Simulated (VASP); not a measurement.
# AlGa5P6 in VASP: notebook, part 2 of 3

VASP 6.6.1. The steps go on from the part before.

### 3 Single point, PBE

This run uses another cell than the first one, of 19.05 Å³/atom.

Input file INCAR:

```
PREC     = Accurate       # precision mode
ENCUT    = 520            # plane-wave cutoff, eV
EDIFF    = 1E-6           # SCF threshold, eV
ISMEAR   = 0              # smearing method
SIGMA    = 0.1            # smearing width, eV
LREAL    = False          # projectors in reciprocal space
LASPH    = True           # aspherical terms in the spheres
NELM     = 60             # most SCF steps
ALGO     = Normal         # electronic algorithm
ISIF     = 2              # what is computed and relaxed
LWAVE    = False          # write WAVECAR
LCHARG   = False          # write CHGCAR
GGA      = PE             # functional
NBANDS   = 61             # bands
```

Input file KPOINTS:

```
regular mesh
0
Gamma
  3 3 4
```

Input file POSCAR:

```
AlGa5P6
1.0
    6.5210948000      0.0000000000      0.0000000000
   -3.2605474000      5.6474337600      0.0000000000
    0.0000000000      0.0000000000      6.2063918600
Al Ga P
1 5 6
Direct
    0.0000000000      0.0000000000      0.5000544800
    0.3333333300      0.6666666700      0.5000544800
    0.6666666700      0.3333333300      0.5000544800
    0.0000000000      0.6666666700      0.0000544800
    0.6666666700      0.0000000000      0.0000544800
    0.3333333300      0.3333333300      0.0000544800
    0.3333333300      0.6666666700      0.8739455300
    0.0000000000      0.0000000000      0.8739455300
    0.6666666700      0.3333333300      0.8739455300
    0.0000000000      0.6666666700      0.3739455300
    0.6666666700      0.0000000000      0.3739455300
    0.3333333300      0.3333333300      0.3739455300
```

Potentials or basis: VASP PAW PBE potentials, release 64 (Al, Ga_d, P).

Command:

```sh
> cat potpaw_PBE.64/Al/POTCAR potpaw_PBE.64/Ga_d/POTCAR potpaw_PBE.64/P/POTCAR > POTCAR
> mpirun -np 1 vasp_std > vasp.out
```

OUTCAR:

```text
PREC = Accurate
   ENCUT = 520
   EDIFF = 1E-6
   ISMEAR = 0
   LREAL = False
   LASPH = True
   NELM = 60
   ISIF = 2
   GGA = PE

 ion  position               nearest neighbor table
   1  0.000  0.000  0.500-  11 2.31  10 2.31  12 2.31   8 2.32
   2  0.333  0.667  0.500-  10 2.31  11 2.31  12 2.31   7 2.32
   3  0.667  0.333  0.500-  11 2.31  10 2.31  12 2.31   9 2.32
   4  0.000  0.667  0.000-   7 2.31   8 2.31   9 2.31  10 2.32
   5  0.667  0.000  0.000-   8 2.31   9 2.31   7 2.31  11 2.32
   6  0.333  0.333  0.000-   8 2.31   9 2.31   7 2.31  12 2.32
   7  0.333  0.667  0.874-   4 2.31   5 2.31   6 2.31   2 2.32
   8  0.000  0.000  0.874-   5 2.31   4 2.31   6 2.31   1 2.32
   9  0.667  0.333  0.874-   5 2.31   4 2.31   6 2.31   3 2.32
  10  0.000  0.667  0.374-   2 2.31   1 2.31   3 2.31   4 2.32
  11  0.667  0.000  0.374-   1 2.31   3 2.31   2 2.31   5 2.32
  12  0.333  0.333  0.374-   1 2.31   3 2.31   2 2.31   6 2.32

  LATTYP: Found a hexagonal cell.
 ALAT       =     6.5210948000
 C/A-ratio  =     0.9517407813

  Lattice vectors:

 A1 = (   6.5210948000,   0.0000000000,   0.0000000000)
 A2 = (  -3.2605474000,   5.6474337600,   0.0000000000)
 A3 = (   0.0000000000,   0.0000000000,   6.2063918600)

Analysis of symmetry for initial positions (statically):
=====================================================================
 Subroutine PRICEL returns:
 Original cell was already a primitive cell.

 Routine SETGRP: Setting up the symmetry group for a
 hexagonal supercell.

 Subroutine GETGRP returns: Found  6 space group operations
 (whereof  6 operations were pure point group operations)
 out of a pool of 24 trial point group operations.

The static configuration has the point symmetry C_3v.

Analysis of symmetry for dynamics (positions and initial velocities):
[... 144 lines left out ...]
   IVDW    =     0    specifies the selected vdW correction
   LEPSILON=     F    determine dielectric tensor
   LRPA    =     F    only Hartree local field effects (RPA)
 non-spin polarized calculation
 Gauss-broadening in eV      SIGMA  =   0.10
  energy-cutoff  :      520.00
  volume of cell :      228.57
 maximum number of plane-waves:      6180
   NGX = 25   NGY = 25   NGZ = 23

 number of electron      97.9999961 magnetization

 Free energy of the ion-electron system (eV)
  ---------------------------------------------------
  ext. energy  EPLUGINS =         0.00000000
  ---------------------------------------------------
  free energy    TOTEN  =       -55.33470537 eV

  energy without entropy =      -55.33470537  energy(sigma->0) =      -55.33470537

 E-fermi :   5.8840     XC(G=0): -10.0004

 val. band max:        5.3868864247   @ k =   0.0000   0.0000   0.0000
 cond. band min:       6.9950516819   @ k =   0.3333   0.3333   0.2500
 fundamental gap:      1.6081652571
 Fermi energy:         5.8840045290

 k-point     1 :       0.0000    0.0000    0.0000
  band No.  band energies     occupation
      1      -9.4367      2.00000
      2      -9.4289      2.00000
      3      -9.3970      2.00000
      4      -9.3970      2.00000
      5      -9.3828      2.00000
      6      -9.3056      2.00000
[... 629 lines left out ...]
     60       9.2620      0.00000
     61       9.5792      0.00000

------------------------ aborting loop because EDIFF is reached ----------------------------------------

  FORCE on cell =-STRESS in cart. coord.  units (eV):
  Direction    XX          YY          ZZ          XY          YZ          ZX
  --------------------------------------------------------------------------------------
  -------------------------------------------------------------------------------------
  Total       12.3204998     12.3204998     12.3237496      0.0000000      0.0000000      0.0000000
  in kB       86.3630667     86.3630668     86.3858467      0.0000000      0.0000000      0.0000000
  external PRESSURE =      86.3706601 kB  Pullay stress =       0.0000000 kB

 VOLUME and BASIS-vectors are now :
 -----------------------------------------------------------------------------
  energy-cutoff  :      520.00
  volume of cell :      228.57
      direct lattice vectors                 reciprocal lattice vectors
     6.521094800  0.000000000  0.000000000     0.153348484  0.088535788  0.000000000
    -3.260547400  5.647433760  0.000000000     0.000000000  0.177071577  0.000000000
     0.000000000  0.000000000  6.206391860     0.000000000  0.000000000  0.161124212

 POSITION                                       TOTAL-FORCE (eV/Angst)
 -----------------------------------------------------------------------------------
      0.00000      0.00000      3.10353        -0.000000     -0.000000     -0.006663
     -0.00000      3.76496      3.10353        -0.000000      0.000000      0.020828
      3.26055      1.88248      3.10353        -0.000000      0.000000      0.020828
     -2.17370      3.76496      0.00034         0.010709     -0.018549      0.041569
      4.34740      0.00000      0.00034        -0.021419      0.000000      0.041569
      1.08685      1.88248      0.00034         0.010709      0.018549      0.041569
     -0.00000      3.76496      5.42405        -0.000000      0.000000     -0.021684
      0.00000      0.00000      5.42405        -0.000000     -0.000000     -0.070900
      3.26055      1.88248      5.42405        -0.000000      0.000000     -0.021684
     -2.17370      3.76496      2.32085        -0.001509      0.002613     -0.015144
      4.34740      0.00000      2.32085         0.003017      0.000000     -0.015144
      1.08685      1.88248      2.32085        -0.001509     -0.002613     -0.015144
 -----------------------------------------------------------------------------------
    total drift:                               -0.000005     -0.000008      0.001759

  FREE ENERGIE OF THE ION-ELECTRON SYSTEM (eV)
  ---------------------------------------------------
  free  energy   TOTEN  =       -55.3347053681 eV

  energy  without entropy=      -55.3347053681  energy(sigma->0) =      -55.33470537
```

Run time: 2.6 min. Hardware: 1 thread of Intel Xeon Platinum 8259CL at 2.50GHz (Skylake/Cascade Lake), shared host; peak memory 0.37 GiB.

What came out:

* Free energy: -55.3347 eV
* Pressure: 8.6 GPa
* Largest force: 0.071 eV/Å
* Band gap on the k mesh: 1.61 eV (least direct gap 1.68 eV)

Forces on the atoms (eV/Å):
```
Al   0.000  0.000 -0.007
Ga   0.000  0.000  0.021
Ga   0.000  0.000  0.021
Ga   0.011 -0.019  0.042
Ga  -0.021  0.000  0.042
Ga   0.011  0.019  0.042
P    0.000  0.000 -0.022
P    0.000  0.000 -0.071
P    0.000  0.000 -0.022
P   -0.002  0.003 -0.015
P    0.003  0.000 -0.015
P   -0.002 -0.003 -0.015
```

Levels at points of the mesh, in eV from the valence-band top:
```tsv
k point	band 47	band 48	band 49	band 50	band 51	band 52
(0.00, 0.00, 0.00)	-0.20	0.00	0.00	1.68	2.00	2.00
(0.00, 0.00, 0.50)	-0.77	-0.68	-0.68	2.39	2.42	2.51
```

Caveat: the cell stands under pressure.

### 4 Single point, PBE

This run uses another cell than the first one, of 20.78 Å³/atom.

Input file INCAR:

```
SYSTEM = AlGa5P6
  ALGO = Normal
  EDIFF = 1E-6
  ENCUT = 520
  GGA = PE
  ISIF = 2
  ISMEAR = 0
  LASPH = .TRUE.
  LCHARG = .FALSE.
  LREAL = .FALSE.
  LWAVE = .FALSE.
  NBANDS = 61
  NELM = 60
  PREC = Accurate
  SIGMA = 0.1
```

Input file KPOINTS:

```
k-points
0
G
  3 3 4
  0 0 0
```

Input file POSCAR:

```
AlGa5P6
1.0
    6.7172549466      0.0000000000      0.0000000000
   -3.3586274733      5.8173134274      0.0000000000
    0.0000000000      0.0000000000      6.3809128955
Al Ga P
1 5 6
Direct
    0.0000000000      0.0000000000      0.4991355765
    0.3333333333      0.6666666667      0.4998778011
    0.6666666667      0.3333333333      0.4998778011
    0.0000000000      0.6666162524      0.0000716148
    0.6666162524      0.0000000000      0.0000716148
    0.3333837476      0.3333837476      0.0000716148
    0.3333333333      0.6666666667      0.8742414969
    0.0000000000      0.0000000000      0.8732330166
    0.6666666667      0.3333333333      0.8742414969
    0.0000000000      0.6668628751      0.3743926756
    0.6668628751      0.0000000000      0.3743926756
    0.3331371249      0.3331371249      0.3743926756
```

Potentials or basis: VASP PAW PBE potentials, release 64 (Al, Ga_d, P).

Command:

```sh
> cat potpaw_PBE.64/Al/POTCAR potpaw_PBE.64/Ga_d/POTCAR potpaw_PBE.64/P/POTCAR > POTCAR
> mpirun -np 1 vasp_std > vasp.out
```

OUTCAR:

```text
SYSTEM = AlGa5P6
   EDIFF = 1E-6
   ENCUT = 520
   GGA = PE
   ISIF = 2
   ISMEAR = 0
   LASPH = .TRUE.
   LREAL = .FALSE.
   NELM = 60
   PREC = Accurate

 ion  position               nearest neighbor table
   1  0.000  0.000  0.499-  10 2.38  12 2.38  11 2.38   8 2.39
   2  0.333  0.667  0.500-  10 2.38  11 2.38  12 2.38   7 2.39
   3  0.667  0.333  0.500-  11 2.38  10 2.38  12 2.38   9 2.39
   4  0.000  0.667  0.000-   7 2.38   9 2.38   8 2.38  10 2.39
   5  0.667  0.000  0.000-   9 2.38   7 2.38   8 2.38  11 2.39
   6  0.333  0.333  0.000-   7 2.38   9 2.38   8 2.38  12 2.39
   7  0.333  0.667  0.874-   4 2.38   5 2.38   6 2.38   2 2.39
   8  0.000  0.000  0.873-   4 2.38   6 2.38   5 2.38   1 2.39
   9  0.667  0.333  0.874-   5 2.38   4 2.38   6 2.38   3 2.39
  10  0.000  0.667  0.374-   1 2.38   2 2.38   3 2.38   4 2.39
[... 853 lines left out ...]
  volume of cell :      249.34
      direct lattice vectors                 reciprocal lattice vectors
     6.717254947  0.000000000  0.000000000     0.148870336  0.085950328  0.000000000
    -3.358627473  5.817313427  0.000000000     0.000000000  0.171900657  0.000000000
     0.000000000  0.000000000  6.380912895     0.000000000  0.000000000  0.156717388

 POSITION                                       TOTAL-FORCE (eV/Angst)
 -----------------------------------------------------------------------------------
      0.00000      0.00000      3.18494        -0.000000     -0.000000      0.009748
     -0.00000      3.87821      3.18968         0.000000     -0.000000      0.004103
      3.35863      1.93910      3.18968        -0.000000     -0.000000      0.004103
     -2.23892      3.87792      0.00046         0.001078     -0.001868      0.005273
      4.47783      0.00000      0.00046        -0.002157     -0.000000      0.005273
      1.11971      1.93940      0.00046         0.001078      0.001868      0.005273
     -0.00000      3.87821      5.57846        -0.000000     -0.000000     -0.001186
      0.00000      0.00000      5.57202         0.000000     -0.000000     -0.021950
      3.35863      1.93910      5.57846        -0.000000     -0.000000     -0.001186
     -2.23974      3.87935      2.38897        -0.004562      0.007901     -0.003150
      4.47949      0.00000      2.38897         0.009123     -0.000000     -0.003150
      1.11888      1.93796      2.38897        -0.004562     -0.007901     -0.003150
 -----------------------------------------------------------------------------------
    total drift:                                0.000001      0.000001     -0.001325

  FREE ENERGIE OF THE ION-ELECTRON SYSTEM (eV)
  ---------------------------------------------------
  free  energy   TOTEN  =       -55.8723902770 eV

  energy  without entropy=      -55.8723902770  energy(sigma->0) =      -55.87239028
```

OSZICAR:

```text
N       E                     dE             d eps       ncg     rms          rms(c)
DAV:   1     0.922783644858E+03    0.92278E+03   -0.42021E+04  1348   0.220E+03
DAV:   2     0.117929095374E+03   -0.80485E+03   -0.76845E+03  1284   0.630E+02
DAV:   3    -0.447168623330E+02   -0.16265E+03   -0.15470E+03  1446   0.188E+02
DAV:   4    -0.570274948924E+02   -0.12311E+02   -0.12175E+02  1528   0.511E+01
DAV:   5    -0.575656770260E+02   -0.53818E+00   -0.53684E+00  1760   0.109E+01    0.103E+01
DAV:   6    -0.560139958878E+02    0.15517E+01   -0.31618E+00  1811   0.152E+01    0.638E+00
DAV:   7    -0.558680134163E+02    0.14598E+00   -0.14823E+00  1443   0.409E+00    0.268E+00
DAV:   8    -0.558703683872E+02   -0.23550E-02   -0.23219E-01  1569   0.481E+00    0.510E-01
DAV:   9    -0.558708734090E+02   -0.50502E-03   -0.27567E-02  1569   0.314E+00    0.158E-01
DAV:  10    -0.558716277816E+02   -0.75437E-03   -0.60853E-03  1535   0.966E-01    0.100E-01
DAV:  11    -0.558722624233E+02   -0.63464E-03   -0.20707E-03  1433   0.285E-01    0.381E-02
DAV:  12    -0.558723620690E+02   -0.99646E-04   -0.30156E-04  1597   0.263E-01    0.227E-02
DAV:  13    -0.558723881569E+02   -0.26088E-04   -0.14764E-04  1361   0.110E-01    0.116E-02
DAV:  14    -0.558723888235E+02   -0.66661E-06   -0.20194E-05  1534   0.105E-01    0.783E-03
DAV:  15    -0.558723904440E+02   -0.16204E-05   -0.11231E-05  1518   0.215E-02    0.294E-03
DAV:  16    -0.558723902770E+02    0.16693E-06   -0.15212E-06   871   0.136E-02
   1 F= -.55872390E+02 E0= -.55872390E+02  d E =-.448906E-12
```

Wall time 3 min (1 thread of Intel Xeon Platinum 8259CL at 2.50GHz (Skylake/Cascade Lake), shared host); peak memory 0.4 GiB.

Results:

```yaml
Free_energy: -55.8724 eV
Pressure: 0.3 GPa
Largest_force: 0.022 eV/Å
Band_gap_on_the_k_mesh: 1.41 eV
```

Forces in eV/Å, atoms in the order of the input:
```
Al   0.000  0.000  0.010
Ga   0.000  0.000  0.004
Ga   0.000  0.000  0.004
Ga   0.001 -0.002  0.005
Ga  -0.002  0.000  0.005
Ga   0.001  0.002  0.005
P    0.000  0.000 -0.001
P    0.000  0.000 -0.022
P    0.000  0.000 -0.001
P   -0.005  0.008 -0.003
P    0.009  0.000 -0.003
P   -0.005 -0.008 -0.003
```

Levels at points of the mesh, in eV from the valence-band top:
```tsv
k point	band 45	band 46	band 47	band 48	band 49	band 50	band 51	band 52	band 53	band 54
(0.00, 0.00, 0.00)	-1.15	-1.15	-0.16	0.00	0.00	1.40	1.94	2.30	2.30	3.76
(0.00, 0.00, 0.50)	-1.59	-0.69	-0.69	-0.60	-0.60	2.12	2.17	2.44	2.44	2.54
```

A k mesh can miss the band edges.

### 5 Single point, PBE

Input file INCAR:

```
SYSTEM = AlGa5P6
PREC     = Accurate       ! precision mode
ENCUT    = 520            ! plane-wave cutoff, eV
EDIFF    = 1E-6           ! SCF threshold, eV
ISMEAR   = 0              ! smearing method
SIGMA    = 0.1            ! smearing width, eV
LREAL    = .FALSE.        ! projectors in reciprocal space
LASPH    = .TRUE.         ! aspherical terms in the spheres
NELM     = 60             ! most SCF steps
ALGO     = Normal         ! electronic algorithm
ISIF     = 2              ! what is computed and relaxed
LWAVE    = .FALSE.        ! write WAVECAR
LCHARG   = .FALSE.        ! write CHGCAR
GGA      = PE             ! functional
NBANDS   = 61             ! bands
```

Input file KPOINTS:

```
regular mesh
0
G
  2 3 3
  0 0 0
```

Input file POSCAR:

```
AlGa5P6
1.0
    0.0004555943      0.0004011786      6.3938801180
    6.7224241161      0.0006175683      0.0005413235
   -3.3606660895      5.8220191531      0.0001049701
Al Ga P
1 5 6
Direct
    0.4992303788     -0.0000864856     -0.0001130364
    0.4998512932      0.3332098951      0.6665476556
    0.4998394464      0.6665789051      0.3332132765
    0.0002380440      1.0000792673      0.6666795092
    0.0002549984      0.6666724788      0.0001117363
    0.0002981630      0.3334999616      0.3335318157
    0.8742588934      0.3334448930      0.6667925361
    0.8729210172      0.0001254339      0.0001379496
    0.8742479138      0.6667652706      0.3334634244
    0.3742702903      0.9998900729      0.6667341547
    0.3742800805      0.6667774942      0.9998724145
    0.3743095413      0.3330428132      0.3330285638
```

Command:

```sh
> cat potpaw_PBE.64/Al/POTCAR potpaw_PBE.64/Ga_d/POTCAR potpaw_PBE.64/P/POTCAR > POTCAR
> mpirun -np 1 vasp_std > vasp.out
```

Run time: 2.7 min. Hardware: 1 thread of Intel Xeon Platinum 8259CL at 2.50GHz (Skylake/Cascade Lake), shared host; peak memory 0.4 GiB.

Results (log left out):

```yaml
Free_energy: -55.9069 eV
Pressure: 0.0 GPa
Largest_force: 0.008 eV/Å
Band_gap_on_the_k_mesh: 1.40 eV
```

Forces in eV/Å, atoms in the order of the input:
```
Al   0.000  0.001  0.002
Ga   0.001  0.002 -0.001
Ga   0.000  0.000  0.000
Ga   0.000 -0.001 -0.005
Ga  -0.001 -0.001 -0.005
Ga   0.000  0.000 -0.006
P    0.000  0.000  0.003
P    0.000  0.000 -0.001
P    0.000 -0.001  0.003
P   -0.002  0.006  0.004
P    0.005  0.000  0.004
P   -0.002 -0.005  0.003
```

Levels at points of the mesh, in eV from the valence-band top:
```csv
k point,band 45,band 46,band 47,band 48,band 49,band 50,band 51,band 52,band 53,band 54
"(0.00, 0.00, 0.00)",-1.14,-1.14,-0.17,0.00,0.00,1.40,1.91,2.31,2.31,3.76
"(0.50, 0.00, 0.00)",-1.59,-0.69,-0.69,-0.59,-0.59,2.12,2.17,2.43,2.43,2.52
```

Caveat: the k points lie up to 0.49 Å⁻¹ apart. A k mesh can miss the band edges.

(Continued in part 3 of 3.)
